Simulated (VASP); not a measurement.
# Zr (P6_3/mmc) in VASP: settings compared, part 2 of 2

VASP 6.6.1. Earlier steps stand in the parts before.

## Step 3: Relaxation of the atoms, LDA (29.10 Å³/atom)

Input file INCAR:

```
SYSTEM = Zr
PREC     = Accurate       ! precision mode
ENCUT    = 520            ! plane-wave cutoff, eV
EDIFF    = 1E-7           ! SCF threshold, eV
ISMEAR   = 1              ! smearing method
SIGMA    = 0.1            ! smearing width, eV
LREAL    = .False.        ! projectors in reciprocal space
LASPH    = .True.         ! aspherical terms in the spheres
NELM     = 100            ! most SCF steps
ALGO     = Fast           ! electronic algorithm
ISIF     = 2              ! what is computed and relaxed
LWAVE    = .False.        ! write WAVECAR
LCHARG   = .False.        ! write CHGCAR
IBRION   = 2              ! ionic algorithm
NSW      = 60             ! ionic steps
EDIFFG   = -0.01          ! ionic threshold
```

Input file KPOINTS:

```
Automatic mesh
0
Gamma
  9 9 5
  0 0 0
```

Input file POSCAR:

```
Zr
1.0
    3.4815664591      0.0000000000      0.0000000000
   -1.7407832295      3.0151249985      0.0000000000
    0.0000000000      0.0000000000      5.5444376748
Zr
2
Direct
    0.6666666667      0.3333333333      0.7500000000
    0.3333333333      0.6666666667      0.2500000000
```

Potentials or basis: VASP PAW LDA potentials, release 64 (Zr_sv).

Started as:

```console
cat potpaw_LDA.64/Zr_sv/POTCAR > POTCAR
mpirun -np 1 vasp_std > vasp.out
```

OUTCAR:

```text
SYSTEM = Zr
   PREC = Accurate
   ENCUT = 520
   EDIFF = 1E-7
   ISMEAR = 1
   LREAL = .False.
   LASPH = .True.
   NELM = 100
   ISIF = 2
   IBRION = 2
   NSW = 60
   EDIFFG = -0.01

 ion  position               nearest neighbor table
   1  0.667  0.333  0.750-   2 3.42   2 3.42   2 3.42   2 3.42   2 3.42   2 3.42
   2  0.333  0.667  0.250-   1 3.42   1 3.42   1 3.42   1 3.42   1 3.42   1 3.42

  LATTYP: Found a hexagonal cell.
 ALAT       =     3.4815664591
 C/A-ratio  =     1.5925123762

  Lattice vectors:

 A1 = (   3.4815664591,   0.0000000000,   0.0000000000)
 A2 = (  -1.7407832295,   3.0151249985,   0.0000000000)
 A3 = (   0.0000000000,   0.0000000000,   5.5444376748)

Analysis of symmetry for initial positions (statically):
=====================================================================
 Subroutine PRICEL returns:
 Original cell was already a primitive cell.

 Routine SETGRP: Setting up the symmetry group for a
 hexagonal supercell.

 Subroutine GETGRP returns: Found 24 space group operations
 (whereof 12 operations were pure point group operations)
 out of a pool of 24 trial point group operations.

The static configuration has the point symmetry D_3d.
 The point group associated with its full space group is D_6h.

Analysis of symmetry for dynamics (positions and initial velocities):
=====================================================================
 Subroutine PRICEL returns:
 Original cell was already a primitive cell.

 Routine SETGRP: Setting up the symmetry group for a
 hexagonal supercell.

 Subroutine GETGRP returns: Found 24 space group operations
 (whereof 12 operations were pure point group operations)
 out of a pool of 24 trial point group operations.

The dynamic configuration has the point symmetry D_3d.
 The point group associated with its full space group is D_6h.

 Subroutine INISYM returns: Found 24 space group operations
 (whereof 12 operations are pure point group operations),
 and found     1 'primitive' translations

----------------------------------------------------------------------------------------

                                     Primitive cell

  volume of cell :      58.2019

  direct lattice vectors                    reciprocal lattice vectors
     3.481566459  0.000000000  0.000000000     0.287227032  0.165830604  0.000000000
    -1.740783230  3.015124999  0.000000000     0.000000000  0.331661208  0.000000000
     0.000000000  0.000000000  5.544437675     0.000000000  0.000000000  0.180360942

  length of vectors
     3.481566459  3.481566459  5.544437675     0.331661208  0.331661208  0.180360942

  position of ions in fractional coordinates (direct lattice)
     0.666666667  0.333333333  0.750000000
     0.333333333  0.666666667  0.250000000

  ion indices of the primitive-cell ions
   primitive index   ion index
                 1           1
                 2           2

----------------------------------------------------------------------------------------

 KPOINTS: Automatic mesh

Automatic generation of k-mesh.
 Grid dimensions read from file:
 generate k-points for:    9    9    5

 Generating k-lattice:

  Cartesian coordinates                     Fractional coordinates (reciprocal lattice)
     0.031914115  0.018425623  0.000000000     0.111111111  0.000000000  0.000000000
     0.000000000  0.036851245  0.000000000     0.000000000  0.111111111  0.000000000
     0.000000000  0.000000000  0.036072188     0.000000000  0.000000000  0.200000000

  Length of vectors
     0.036851245  0.036851245  0.036072188

  Shift w.r.t. Gamma in fractional coordinates (k-lattice)
     0.000000000  0.000000000  0.000000000

 Subroutine IBZKPT returns following result:
 ===========================================

 Found     36 irreducible k-points:

 Following reciprocal coordinates:
            Coordinates               Weight
  0.000000  0.000000  0.000000      1.000000
  0.111111 -0.000000  0.000000      6.000000
  0.222222 -0.000000  0.000000      6.000000
  0.333333 -0.000000  0.000000      6.000000
  0.444444 -0.000000  0.000000      6.000000
  0.111111  0.111111  0.000000      6.000000
[... 16 lines left out ...]
  0.333333  0.222222  0.200000     24.000000
  0.333333  0.333333  0.200000      4.000000
 [... further k-points ...]
   k-points           NKPTS =     36   k-points in BZ     NKDIM =     36   number of bands    NBANDS=     16
   number of dos      NEDOS =    301   number of ions     NIONS =      2
   total plane-waves  NPLWV =  32928
   dimension x,y,z NGX =    28 NGY =   28 NGZ =   42
   dimension x,y,z NGXF=    56 NGYF=   56 NGZF=   84
   ions per type =               2
   NGX,Y,Z   is equivalent  to a cutoff of  13.37, 13.37, 12.59 a.u.
   NGXF,Y,Z  is equivalent  to a cutoff of  26.74, 26.74, 25.19 a.u.
 SYSTEM =  Zr
   PREC   = accura    normal or accurate (medium, high low for compatibility)
   ISTART =      0    job   : 0-new  1-cont  2-samecut
   ICHARG =      2    charge: 1-file 2-atom 10-const
   ISPIN  =      1    spin polarized calculation?
   LNONCOLLINEAR =      F non collinear calculations
   LSORBIT =      F    spin-orbit coupling
   LASPH  =      T    aspherical Exc in radial PAW
   ENCUT  =  520.0 eV  38.22 Ry    6.18 a.u.   6.47  6.47 10.31*2*pi/ulx,y,z
   NELM   =    100;   NELMIN=  2; NELMDL= -5     # of ELM steps
   EDIFF  = 0.1E-06   stopping-criterion for ELM
   LREAL  =      F    real-space projection
   EDIFFG = -.1E-01   stopping-criterion for IOM
   NSW    =     60    number of steps for IOM
   IBRION =      2    ionic relax: 0-MD 1-quasi-New 2-CG
   NFREE  =      1    steps in history (QN), initial steepest desc. (CG)
   ISIF   =      2    stress and relaxation
   ISYM   =      2    0-nonsym 1-usesym 2-fastsym
   POTIM  = 0.5000    time-step for ionic-motion
   TEBEG  =    0.0;   TEEND  =   0.0 temperature during run
   PSTRESS=    0.0 pullay stress
   NELECT =      24.0000    total number of electrons
   NUPDOWN=      -1.0000    fix difference up-down
   EMIN   =  10.00;   EMAX   =-10.00  energy-range for DOS
   EFERMI =   0.00;   METHOD = LEGACY
   ISMEAR =     1;   SIGMA  =   0.10  broadening in eV -4-tet -1-fermi 0-gaus
   EFERMI_NEDOS =   21; number of points for ismear=-14 and -15
   IALGO  =     68    algorithm
   IMIX   =      4    mixing-type and parameters
     AMIX     =   0.40;   BMIX     =  1.00
     AMIX_MAG =   1.60;   BMIX_MAG =  1.00
  volume/ion in A,a.u.               =      29.10       196.38
  Fermi-wavevector in a.u.,A,eV,Ry     =   1.218520  2.302669 20.201815  1.484792
  Thomas-Fermi vector in A             =   2.353804
   LORBIT       =      0    0 simple, 1 ext, 2 COOP (PROOUT), +10 PAW based schemes
   GGA     = CA    functional components
   LHFCALC =     F    Hartree Fock is set to
   AEXX    =    0.0000 exact exchange contribution
   IVDW    =     0    specifies the selected vdW correction
   LEPSILON=     F    determine dielectric tensor
   LRPA    =     F    only Hartree local field effects (RPA)
 conjugate gradient relaxation of ions
 non-spin polarized calculation
 RMM-DIIS sequential band-by-band and
 Methfessel and Paxton  Order N= 1 SIGMA  =   0.10
  energy-cutoff  :      520.00
  volume of cell :       58.20
 maximum number of plane-waves:      1593
 NGX is ok and might be reduce to    28
   NGX = 13   NGY = 13   NGZ = 21

 number of electron      24.0000001 magnetization

 Free energy of the ion-electron system (eV)
  ---------------------------------------------------
  ext. energy  EPLUGINS =         0.00000000
  ---------------------------------------------------
  free energy    TOTEN  =       -17.56057596 eV

  energy without entropy =      -17.56121003  energy(sigma->0) =      -17.56078732

 E-fermi :   6.5522     XC(G=0): -10.3194

 val. band max:        6.4878169619   @ k =   0.0000   0.0000   0.4000
 cond. band min:       6.5850413312   @ k =   0.2222   0.2222   0.4000
 fundamental gap:      0.0972243692
 Fermi energy:         6.5522146320

 k-point     1 :       0.0000    0.0000    0.0000
  band No.  band energies     occupation
      1     -42.5346      2.00000
      2     -42.4743      2.00000
      3     -20.9024      2.00000
      4     -20.4633      2.00000
      5     -20.4633      2.00000
      6     -20.4162      2.00000
[... 433 lines left out ...]
      3     -20.7190      2.00000
      4     -20.7190      2.00000
      5     -20.7134      2.00000
      6     -20.5903      2.00000
[... 8 lines left out ...]
     15       7.8741     -0.00000
     16       9.4040      0.00000

 [... further k-points ...]

------------------------ aborting loop because EDIFF is reached ----------------------------------------

  FORCE on cell =-STRESS in cart. coord.  units (eV):
  Direction    XX          YY          ZZ          XY          YZ          ZX
  --------------------------------------------------------------------------------------
  -------------------------------------------------------------------------------------
  Total       -6.6031342     -6.6031342     -6.8163288     -0.0000000      0.0000000     -0.0000000
  in kB     -181.7704117   -181.7704117   -187.6392106     -0.0000000      0.0000000     -0.0000000
  external PRESSURE =    -183.7266780 kB  Pullay stress =       0.0000000 kB

 VOLUME and BASIS-vectors are now :
 -----------------------------------------------------------------------------
  energy-cutoff  :      520.00
  volume of cell :       58.20
      direct lattice vectors                 reciprocal lattice vectors
     3.481566459  0.000000000  0.000000000     0.287227032  0.165830604  0.000000000
    -1.740783230  3.015124999  0.000000000     0.000000000  0.331661208  0.000000000
     0.000000000  0.000000000  5.544437675     0.000000000  0.000000000  0.180360942

 POSITION                                       TOTAL-FORCE (eV/Angst)
 -----------------------------------------------------------------------------------
      1.74078      1.00504      4.15833        -0.000000      0.000000      0.000000
     -0.00000      2.01008      1.38611         0.000000     -0.000000      0.000000
 -----------------------------------------------------------------------------------
    total drift:                               -0.000000      0.000000     -0.000000

  FREE ENERGIE OF THE ION-ELECTRON SYSTEM (eV)
  ---------------------------------------------------
  free  energy   TOTEN  =       -17.5605759612 eV

  energy  without entropy=      -17.5612100312  energy(sigma->0) =      -17.56078732

 reached required accuracy - stopping structural energy minimisation
```

It took 1.7 min on 1 thread of AMD EPYC, shared host; peak memory 0.13 GiB.

What came out:

```yaml
Free_energy: -17.5606 eV
Pressure_after_relaxing: -18.4 GPa
Band_gap_on_the_k_mesh: zero (bands 12 and 13 overlap by 1.00 eV)
```

Stress tensor (GPa, compression positive):
```
-18.18   0.00   0.00
  0.00 -18.18   0.00
  0.00   0.00 -18.76
```

Final structure:
```cif
data_structure
_symmetry_space_group_name_H-M 'P 1'
_symmetry_Int_Tables_number 1
_cell_length_a 3.4816
_cell_length_b 3.4816
_cell_length_c 5.5444
_cell_angle_alpha 90.000
_cell_angle_beta 90.000
_cell_angle_gamma 120.000
_cell_volume 58.20
loop_
_atom_site_label
_atom_site_type_symbol
_atom_site_fract_x
_atom_site_fract_y
_atom_site_fract_z
_atom_site_occupancy
Zr1 Zr 0.66667 0.33333 0.75000 1
Zr2 Zr 0.33333 0.66667 0.25000 1
```

Caveat: the relaxation stopped at its first step, so nothing moved.

## Step 4: Single point, revPBE+D3(BJ)

This run uses another cell than the first one, of 22.09 Å³/atom.

Input file INCAR:

```
SYSTEM = Zr
PREC = Accurate ; ENCUT = 520
EDIFF = 1E-6 ; ISMEAR = -1
SIGMA = 0.05 ; LREAL = .False.
LASPH = .True. ; NELM = 80
ALGO = Normal ; ISIF = 2
LWAVE = .False. ; LCHARG = .False.
GGA = RE ; IVDW = 12
NBANDS = 19
```

KPOINTS is that of step 3.

Input file POSCAR:

```
Zr
1.0
    3.1633740971      0.0000000000      0.0000000000
   -1.5816870485      2.7395623297      0.0000000000
    0.0000000000      0.0000000000      5.0980950535
Zr
2
Direct
    0.6666666667      0.3333333333      0.7500000000
    0.3333333333      0.6666666667      0.2500000000
```

Potentials or basis: VASP PAW PBE potentials, release 64 (Zr_sv).

Started as:

```console
cat potpaw_PBE.64/Zr_sv/POTCAR > POTCAR
mpirun -np 1 vasp_std > vasp.out
```

OUTCAR:

```text
SYSTEM = Zr
   PREC = Accurate
   ENCUT = 520
   EDIFF = 1E-6
   ISMEAR = -1
   LREAL = .False.
   LASPH = .True.
   NELM = 80
   ISIF = 2
   GGA = RE
   IVDW = 12
 IVDW          = 12

 ion  position               nearest neighbor table
   1  0.667  0.333  0.750-   2 3.14   2 3.14   2 3.14   2 3.14   2 3.14   2 3.14
   2  0.333  0.667  0.250-   1 3.14   1 3.14   1 3.14   1 3.14   1 3.14   1 3.14

  LATTYP: Found a hexagonal cell.
 ALAT       =     3.1633740971
 C/A-ratio  =     1.6116004295

  Lattice vectors:

 A1 = (   3.1633740971,   0.0000000000,   0.0000000000)
[... 717 lines left out ...]

 Edisp (eV)   -1.99858

 E8    (eV) :    -1.4985

  FORCE on cell =-STRESS in cart. coord.  units (eV):
  Direction    XX          YY          ZZ          XY          YZ          ZX
  --------------------------------------------------------------------------------------
  -------------------------------------------------------------------------------------
  Total      -0.00833    -0.00833    -0.00379    -0.00000     0.00000    -0.00000
  in kB      -0.30210    -0.30210    -0.13737    -0.00000     0.00000    -0.00000
  external pressure =       -0.25 kB  Pullay stress =        0.00 kB

 VOLUME and BASIS-vectors are now :
 -----------------------------------------------------------------------------
  energy-cutoff  :      520.00
  volume of cell :       44.18
      direct lattice vectors                 reciprocal lattice vectors
     3.163374097  0.000000000  0.000000000     0.316118160  0.182510905  0.000000000
    -1.581687049  2.739562330  0.000000000     0.000000000  0.365021810  0.000000000
     0.000000000  0.000000000  5.098095053     0.000000000  0.000000000  0.196151698

 POSITION                                       TOTAL-FORCE (eV/Angst)
 -----------------------------------------------------------------------------------
      1.58169      0.91319      3.82357         0.000000     -0.000000      0.000000
     -0.00000      1.82637      1.27452        -0.000000      0.000000      0.000000
 -----------------------------------------------------------------------------------
    total drift:                                0.000000     -0.000000      0.000000

  FREE ENERGIE OF THE ION-ELECTRON SYSTEM (eV)
  ---------------------------------------------------
  free  energy   TOTEN  =       -18.2984206231 eV

  energy  without entropy=      -18.2819901504  energy(sigma->0) =      -18.29020539
```

stdout:

```text
POSCAR found type information on POSCAR Zr
 POSCAR found :  1 types and       2 ions
 scaLAPACK will be used
 -----------------------------------------------------------------------------
|                                                                             |
|                                                                             |
|     You enforced a specific xc type in the INCAR file but a different       |
|     I HOPE YOU KNOW WHAT YOU ARE DOING!                                     |
|                                                                             |
 -----------------------------------------------------------------------------

 LDA part: xc-table for (Slater+PW92), standard interpolation
 POSCAR, INCAR and KPOINTS ok, starting setup
 FFT: planning ... GRIDC
 FFT: planning ... GRID_SOFT
 FFT: planning ... GRID
 WAVECAR not read
 entering main loop
```

Run time: 8.4 s. Hardware: 1 thread of Intel Xeon 6975P-C (Granite Rapids), shared host; peak memory 0.17 GiB.

Results:

```yaml
Free_energy: -18.2984 eV
Pressure: 0.0 GPa
Band_gap_on_the_k_mesh: zero (bands 12 and 13 overlap by 1.15 eV)
Dispersion_energy_per_atom: -0.999 eV
```

Levels at points of the mesh, in eV from the Fermi level:
```csv
k point,band 9,band 10,band 11,band 12,band 13,band 14,band 15,band 16
"(0.00, 0.00, 0.00)",-5.74,-3.17,0.89,0.89,0.93,1.27,1.61,1.61
```

Caveat: the PAW data sets were made with another functional, which shifts forces and pressure a little.

## Step 5: Single point, PBEsol

This run uses another cell than the first one, of 22.47 Å³/atom.

Input file INCAR:

```
ALGO = Normal
EDIFF = 1E-6
ENCUT = 520
GGA = PS
ISIF = 2
ISMEAR = -1
LASPH = T
LCHARG = T
LELF = T
LREAL = F
LVHAR = T
LWAVE = F
NBANDS = 19
NELM = 60
PREC = Accurate
SIGMA = 0.05
```

Input file KPOINTS:

```
k-points
0
Gamma
  9 9 5
```

Input file POSCAR:

```
Zr
1.0
    3.1821236663      0.0000000000      0.0000000000
   -1.5910618332      2.7557999330      0.0000000000
    0.0000000000      0.0000000000      5.1251126687
Zr
2
Direct
    0.6666666667      0.3333333333      0.7500000000
    0.3333333333      0.6666666667      0.2500000000
```

Started as:

```console
cat potpaw_PBE.64/Zr_sv/POTCAR > POTCAR
mpirun -np 1 vasp_std > vasp.out
```

It took 9 s on 1 thread of Intel Xeon 6975P-C (Granite Rapids), shared host; peak memory 0.16 GiB.

Results (log left out):

| Item | Value |
| --- | --- |
| Free energy | -18.1758 eV |
| Pressure | 0.0 GPa |
| Band gap on the k mesh | zero (bands 12 and 13 overlap by 1.13 eV) |

Levels at points of the mesh, in eV from the Fermi level:
```csv
k point,band 9,band 10,band 11,band 12,band 13,band 14,band 15,band 16
"(0.00, 0.00, 0.00)",-5.73,-3.14,0.88,0.88,0.93,1.23,1.59,1.59
```

Caveat: the PAW data sets were made with another functional, which shifts forces and pressure a little.

## Step 6: Summary

```tsv
task	level	potentials or basis	cell	smearing	gap on the mesh (eV)	pressure (GPa)
single point	LDA	VASP PAW LDA potentials, release 64 (Zr_sv)	a = 3.482, b = 3.482, c = 5.544 Å, angles 90.0, 90.0, 120.0°, 2 atoms	methfessel-paxton 0.1 eV	none	-18.4
relaxation of the atoms	LDA	VASP PAW LDA potentials, release 64 (Zr_sv)	atoms relaxed from a = 3.482, b = 3.482, c = 5.544 Å, angles 90.0, 90.0, 120.0°, 2 atoms	methfessel-paxton 0.1 eV	none	-18.4
single point	revPBE+D3(BJ)	VASP PAW PBE potentials, release 64 (Zr_sv)	a = 3.163, b = 3.163, c = 5.098 Å, angles 90.0, 90.0, 120.0°, 2 atoms	fermi-dirac 0.05 eV	none	0.0
single point	PBEsol	VASP PAW PBE potentials, release 64 (Zr_sv)	a = 3.182, b = 3.182, c = 5.125 Å, angles 90.0, 90.0, 120.0°, 2 atoms	fermi-dirac 0.05 eV	none	0.0
```

Alike in all rows: no spin polarisation; k mesh 9 × 9 × 5; cutoff (eV) 520.

Caveats: the PAW data sets were made with another functional, which shifts forces and pressure a little (at least some runs); the cell stands under tension (at least some runs); the relaxation stopped at its first step, so nothing moved (at least some runs).

Total energies depend on the potentials used, so only differences within one code and one set of settings carry meaning.
